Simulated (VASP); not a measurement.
# NaI (I4/mmm) in VASP: further runs, part 2 of 3

VASP 6.6.1. The steps go on from the part before.

### 3 Single point, PBE

This run uses another cell than the first one, of the same volume but with other edges.

The input, INCAR:

```
SYSTEM = NaI
  ALGO = Normal
  EDIFF = 1E-6
  ENCUT = 520
  GGA = PE
  ISIF = 2
  ISMEAR = 0
  LASPH = .TRUE.
  LCHARG = .FALSE.
  LREAL = .FALSE.
  LWAVE = .FALSE.
  NBANDS = 14
  NELM = 60
  PREC = Accurate
  SIGMA = 0.05
```

The input, KPOINTS:

```
k-points
0
G
  8 8 8
  0 0 0
```

The input, POSCAR:

```
NaI
1.0
    0.0000000000      3.0455690039      3.6546828046
    3.0455690039      0.0000000000      3.6546828046
    3.0455690039      3.0455690039      0.0000000000
Na I
1 1
Direct
    0.0000000000      0.0000000000      0.0000000000
    0.5000000000      0.5000000000      0.5000000000
```

Potentials or basis: VASP PAW PBE potentials, release 64 (Na_pv, I).

Started as:

```console
> cat potpaw_PBE.64/Na_pv/POTCAR potpaw_PBE.64/I/POTCAR > POTCAR
> mpirun -np 1 vasp_std > vasp.out
```

OUTCAR:

```text
SYSTEM = NaI
   EDIFF = 1E-6
   ENCUT = 520
   GGA = PE
   ISIF = 2
   ISMEAR = 0
   LASPH = .TRUE.
   LREAL = .FALSE.
   NELM = 60
   PREC = Accurate

 ion  position               nearest neighbor table
   1  0.000  0.000  0.000-   2 3.05   2 3.05   2 3.05   2 3.05
   2  0.500  0.500  0.500-   1 3.05   1 3.05   1 3.05   1 3.05

  LATTYP: Found a body centered tetragonal cell.
 ALAT       =     4.3070849905
 C/A-ratio  =     1.6970562748

  Lattice vectors:

 A1 = (  -3.0455690039,   0.0000000000,   3.6546828046)
 A2 = (   3.0455690039,   0.0000000000,   3.6546828046)
 A3 = (   0.0000000000,   3.0455690039,  -3.6546828046)

Analysis of symmetry for initial positions (statically):
=====================================================================
 Subroutine PRICEL returns:
 Original cell was already a primitive cell.

 Routine SETGRP: Setting up the symmetry group for a
 body centered tetragonal supercell.

 Subroutine GETGRP returns: Found 16 space group operations
 (whereof 16 operations were pure point group operations)
 out of a pool of 16 trial point group operations.

The static configuration has the point symmetry D_4h.

Analysis of symmetry for dynamics (positions and initial velocities):
=====================================================================
 Subroutine PRICEL returns:
 Original cell was already a primitive cell.

 Routine SETGRP: Setting up the symmetry group for a
 body centered tetragonal supercell.

 Subroutine GETGRP returns: Found 16 space group operations
 (whereof 16 operations were pure point group operations)
 out of a pool of 16 trial point group operations.

The dynamic configuration has the point symmetry D_4h.

 Subroutine INISYM returns: Found 16 space group operations
 (whereof 16 operations are pure point group operations),
 and found     1 'primitive' translations

----------------------------------------------------------------------------------------

                                     Primitive cell

  volume of cell :      67.7980

  direct lattice vectors                    reciprocal lattice vectors
     0.000000000  3.045569004  3.654682805    -0.164172934  0.164172934  0.136810779
     3.045569004  0.000000000  3.654682805     0.164172934 -0.164172934  0.136810779
     3.045569004  3.045569004  0.000000000     0.164172934  0.164172934 -0.136810779

  length of vectors
     4.757330865  4.757330865  4.307084990     0.269485981  0.269485981  0.269485981

  position of ions in fractional coordinates (direct lattice)
     0.000000000  0.000000000  0.000000000
     0.500000000  0.500000000  0.500000000

  ion indices of the primitive-cell ions
   primitive index   ion index
                 1           1
                 2           2

----------------------------------------------------------------------------------------

 KPOINTS: k-points

Automatic generation of k-mesh.
 Grid dimensions read from file:
 generate k-points for:    8    8    8

 Generating k-lattice:

  Cartesian coordinates                     Fractional coordinates (reciprocal lattice)
[... 40 lines left out ...]
  0.375000 -0.000000  0.125000     16.000000
 [... further k-points ...]
   k-points           NKPTS =     59   k-points in BZ     NKDIM =     59   number of bands    NBANDS=     14
   number of dos      NEDOS =    301   number of ions     NIONS =      2
   total plane-waves  NPLWV =  41472
   dimension x,y,z NGX =    36 NGY =   36 NGZ =   32
   dimension x,y,z NGXF=    72 NGYF=   72 NGZF=   64
   ions per type =               1   1
   NGX,Y,Z   is equivalent  to a cutoff of  12.58, 12.58, 12.35 a.u.
   NGXF,Y,Z  is equivalent  to a cutoff of  25.16, 25.16, 24.70 a.u.
 SYSTEM =  NaI
   PREC   = accura    normal or accurate (medium, high low for compatibility)
   ISTART =      0    job   : 0-new  1-cont  2-samecut
   ICHARG =      2    charge: 1-file 2-atom 10-const
   ISPIN  =      1    spin polarized calculation?
   LNONCOLLINEAR =      F non collinear calculations
   LSORBIT =      F    spin-orbit coupling
   LASPH  =      T    aspherical Exc in radial PAW
   ENCUT  =  520.0 eV  38.22 Ry    6.18 a.u.   8.85  8.85  8.01*2*pi/ulx,y,z
   NELM   =     60;   NELMIN=  2; NELMDL= -5     # of ELM steps
   EDIFF  = 0.1E-05   stopping-criterion for ELM
   LREAL  =      F    real-space projection
   EDIFFG = 0.1E-04   stopping-criterion for IOM
   NSW    =      0    number of steps for IOM
   IBRION =     -1    ionic relax: 0-MD 1-quasi-New 2-CG
   NFREE  =      0    steps in history (QN), initial steepest desc. (CG)
   ISIF   =      2    stress and relaxation
   ISYM   =      2    0-nonsym 1-usesym 2-fastsym
   POTIM  = 0.5000    time-step for ionic-motion
   TEBEG  =    0.0;   TEEND  =   0.0 temperature during run
   PSTRESS=    0.0 pullay stress
   NELECT =      14.0000    total number of electrons
   NUPDOWN=      -1.0000    fix difference up-down
   EMIN   =  10.00;   EMAX   =-10.00  energy-range for DOS
   EFERMI =   0.00;   METHOD = LEGACY
   ISMEAR =     0;   SIGMA  =   0.05  broadening in eV -4-tet -1-fermi 0-gaus
   EFERMI_NEDOS =   21; number of points for ismear=-14 and -15
   IALGO  =     38    algorithm
   IMIX   =      4    mixing-type and parameters
     AMIX     =   0.40;   BMIX     =  1.00
     AMIX_MAG =   1.60;   BMIX_MAG =  1.00
  volume/ion in A,a.u.               =      33.90       228.76
  Fermi-wavevector in a.u.,A,eV,Ry     =   0.967636  1.828567 12.739397  0.936319
  Thomas-Fermi vector in A             =   2.097538
   LORBIT       =      0    0 simple, 1 ext, 2 COOP (PROOUT), +10 PAW based schemes
   GGA     = PE    functional components
   LHFCALC =     F    Hartree Fock is set to
   AEXX    =    0.0000 exact exchange contribution
   IVDW    =     0    specifies the selected vdW correction
   LEPSILON=     F    determine dielectric tensor
   LRPA    =     F    only Hartree local field effects (RPA)
 non-spin polarized calculation
 Gauss-broadening in eV      SIGMA  =   0.05
  energy-cutoff  :      520.00
  volume of cell :       67.80
 maximum number of plane-waves:      1844
   NGX = 17   NGY = 17   NGZ = 17

 number of electron      13.9999999 magnetization

 Free energy of the ion-electron system (eV)
  ---------------------------------------------------
  ext. energy  EPLUGINS =         0.00000000
  ---------------------------------------------------
  free energy    TOTEN  =        -5.27978702 eV

  energy without entropy =       -5.27978702  energy(sigma->0) =       -5.27978702

 E-fermi :   1.0722     XC(G=0):  -7.6607

 val. band max:        0.7827197498   @ k =   0.0000   0.0000   0.0000
 cond. band min:       4.4997508495   @ k =   0.0000   0.0000   0.0000
 fundamental gap:      3.7170310997
 Fermi energy:         1.0721693975

 k-point     1 :       0.0000    0.0000    0.0000
  band No.  band energies     occupation
      1     -21.5990      2.00000
      2     -21.5820      2.00000
      3     -21.5820      2.00000
      4     -10.2664      2.00000
      5       0.7547      2.00000
      6       0.7547      2.00000
      7       0.7827      2.00000
      8       4.4998      0.00000
      9       8.0523      0.00000
     10       9.2774      0.00000
     11       9.2775      0.00000
     12       9.4322      0.00000
     13      10.8620      0.00000
     14      11.4218      0.00000
[... 377 lines left out ...]
      1     -21.5997      2.00000
      2     -21.5879      2.00000
      3     -21.5821      2.00000
      4      -9.9774      2.00000
      5      -1.0631      2.00000
      6       0.3815      2.00000
      7       0.4541      2.00000
      8       6.2217      0.00000
      9       7.9815      0.00000
     10       8.4021      0.00000
     11       8.8395      0.00000
     12      10.8745      0.00000
     13      12.0607      0.00000
     14      12.4351      0.00000

 [... further k-points ...]

------------------------ aborting loop because EDIFF is reached ----------------------------------------

  FORCE on cell =-STRESS in cart. coord.  units (eV):
  Direction    XX          YY          ZZ          XY          YZ          ZX
  --------------------------------------------------------------------------------------
  -------------------------------------------------------------------------------------
  Total        1.2791630      1.2791630     -0.4143299      0.0000000      0.0000000      0.0000000
  in kB       30.2287291     30.2287291     -9.7912990      0.0000000      0.0000000      0.0000000
  external PRESSURE =      16.8887197 kB  Pullay stress =       0.0000000 kB

 VOLUME and BASIS-vectors are now :
 -----------------------------------------------------------------------------
  energy-cutoff  :      520.00
  volume of cell :       67.80
      direct lattice vectors                 reciprocal lattice vectors
     0.000000000  3.045569004  3.654682805    -0.164172934  0.164172934  0.136810779
     3.045569004  0.000000000  3.654682805     0.164172934 -0.164172934  0.136810779
     3.045569004  3.045569004  0.000000000     0.164172934  0.164172934 -0.136810779

 POSITION                                       TOTAL-FORCE (eV/Angst)
 -----------------------------------------------------------------------------------
      0.00000      0.00000      0.00000         0.000000     -0.000000      0.000000
      3.04557      3.04557      3.65468         0.000000      0.000000      0.000000
 -----------------------------------------------------------------------------------
    total drift:                                0.000000      0.000000      0.000000

  FREE ENERGIE OF THE ION-ELECTRON SYSTEM (eV)
  ---------------------------------------------------
  free  energy   TOTEN  =        -5.2797870202 eV

  energy  without entropy=       -5.2797870202  energy(sigma->0) =       -5.27978702
```

Run time: 41 s. Hardware: 1 thread of Intel Xeon Platinum 8259CL at 2.50GHz (Skylake/Cascade Lake), shared host; peak memory 0.22 GiB.

What came out:

| Property | Result |
| --- | --- |
| Free energy | -5.2798 eV |
| Pressure | 1.7 GPa |
| Band gap on the k mesh | 3.72 eV, direct |

Levels at points of the mesh, in eV from the valence-band top:
| k point | band 4 | band 5 | band 6 | band 7 | band 8 | band 9 | band 10 | band 11 |
| --- | --- | --- | --- | --- | --- | --- | --- | --- |
| (0.00, 0.00, 0.00) | -11.05 | -0.03 | -0.03 | 0.00 | 3.72 | 7.27 | 8.49 | 8.49 |
| (0.50, 0.00, 0.00) | -10.71 | -2.24 | -0.46 | -0.10 | 5.05 | 7.10 | 8.22 | 8.77 |
| (0.50, 0.50, 0.00) | -10.79 | -1.88 | -0.44 | -0.44 | 4.86 | 5.87 | 8.98 | 11.71 |
| (0.50, 0.00, 0.50) | -10.57 | -1.91 | -1.23 | -0.51 | 4.57 | 5.56 | 9.85 | 10.15 |

Caveat: spin-orbit coupling is left out, which moves the levels of the heavy elements.

(Part 2 of 3 ends here.)
